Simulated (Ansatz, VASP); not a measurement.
**Two plane-wave programs on KSb2O5**

```
K Sb O
1.0
     6.84846    0.00000    0.00000
    -3.42423    5.93094    0.00000
     0.00000    0.00000    4.00883
K Sb O
1 2 5
Cartesian
  0.0000 0.0000 0.0000
  0.0000 3.9540 2.0044
  3.4242 1.9770 2.0044
  0.0000 3.9540 0.0000
  -1.7121 2.9655 2.0044
  1.7121 2.9655 2.0044
  3.4242 0.0000 2.0044
  3.4242 1.9770 0.0000
```

Alike in both runs: functional PBE; k mesh 6 × 6 × 10; occupations gaussian, width 0.1 eV; no spin polarisation.

Ansatz relaxed the structure, and its values are those at the end. VASP's run is a single point on that final structure, the one shown.

|  | VASP | Ansatz |
| --- | --- | --- |
| version | VASP 6.6.1 | Ansatz 0.2.0 |
| potentials or method | VASP PAW PBE potentials, release 64 (K_sv, Sb, O), cutoff 520 eV | scalar-relativistic, plane waves, PAW |
| valence electrons in the cell | 49 | 69 |

|  | VASP | Ansatz | Ansatz less VASP |
| --- | --- | --- | --- |
| gap on the k mesh at the Fermi level (eV) | none | none | - |
| pressure (GPa) | -0.1 | 0.0 | +0.06 |

A gap of «none» marks a metal or a gap that the smearing closes. VASP's potentials hold 49 valence electrons a cell and Ansatz's 69, so a difference there can come from the potentials and not from the codes.

Neither program's run includes spin-orbit coupling.
